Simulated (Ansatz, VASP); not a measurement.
Sn: VASP beside Ansatz

The input INCAR:

```
PREC     = Accurate       # precision mode
ENCUT    = 520            # plane-wave cutoff, eV
EDIFF    = 1E-7           # SCF threshold, eV
ISMEAR   = -1             # smearing method
SIGMA    = 0.1            # smearing width, eV
LREAL    = False          # projectors in reciprocal space
LASPH    = True           # aspherical terms in the spheres
NELM     = 80             # most SCF steps
ALGO     = Normal         # electronic algorithm
ISIF     = 2              # what is computed and relaxed
LWAVE    = False          # write WAVECAR
LCHARG   = True           # write CHGCAR
GGA      = RE             # functional
LELF     = True           # ELF
LVHAR    = True         
NBANDS   = 36             # bands
```

The input KPOINTS:

```
regular mesh
0
Gamma
  12 12 4
```

The input POSCAR:

```
Sn
1.0
    3.5457338384      0.0000000000      0.0000000000
   -1.7728669192      3.0706955791      0.0000000000
    0.0000000000      0.0000000000     11.7062448126
Sn
4
Direct
    0.0000000000      0.0000000000      0.0000000000
    0.0000000000      0.0000000000      0.5000000000
    0.3333333333      0.6666666667      0.2500000000
    0.6666666667      0.3333333333      0.7500000000
```

Input for Ansatz:

```yaml
crystal:
  lattice:
    - [3.5457338384, 0.0, 0.0]
    - [-1.7728669192, 3.0706955791, 0.0]
    - [0.0, 0.0, 11.7062448126]
  atoms:
    - { symbol: Sn, position: [0.0, 0.0, 0.0] }
    - { symbol: Sn, position: [0.0, 0.0, 0.5] }
    - { symbol: Sn, position: [0.3333333333, 0.6666666667, 0.25] }
    - { symbol: Sn, position: [0.6666666667, 0.3333333333, 0.75] }
hamiltonian:
  xc: revpbe
  pseudopotentials:
    kind: paw
    azcp:
      Sn: "pseudopotentials/Sn.paw.azcp"
basis:
  ecutwfc: 420
  fft_grid_basis: typed
kpoints:
  mp_grid: { grid: [12, 12, 4], shift: [0, 0, 0] }
magnetization:
  spin_polarized: false
scf:
  occupations: { method: fermi_dirac, width: 0.1 }
  lower_state_search: "off"
output:
  stress: true
  write_density: true
  write_potential: true
  elf: true
  volumetric_format: npy
```

Alike in both runs: task single point; functional revPBE; k mesh 12 × 12 × 4; occupations fermi-dirac, width 0.1 eV; no spin polarisation.

```csv
,VASP,Ansatz
version,VASP 6.6.1,Ansatz 0.2.0
potentials or method,"VASP PAW PBE potentials, release 64 (Sn_d), cutoff 520 eV","plane waves (420 eV) with PAW, scalar-relativistic"
valence electrons in the cell,56,56
```

|  | VASP | Ansatz | Ansatz less VASP |
| --- | --- | --- | --- |
| pressure (GPa) | -3.7 | -3.7 | +0.04 |

VASP's potentials were made for PBE, not for revPBE.
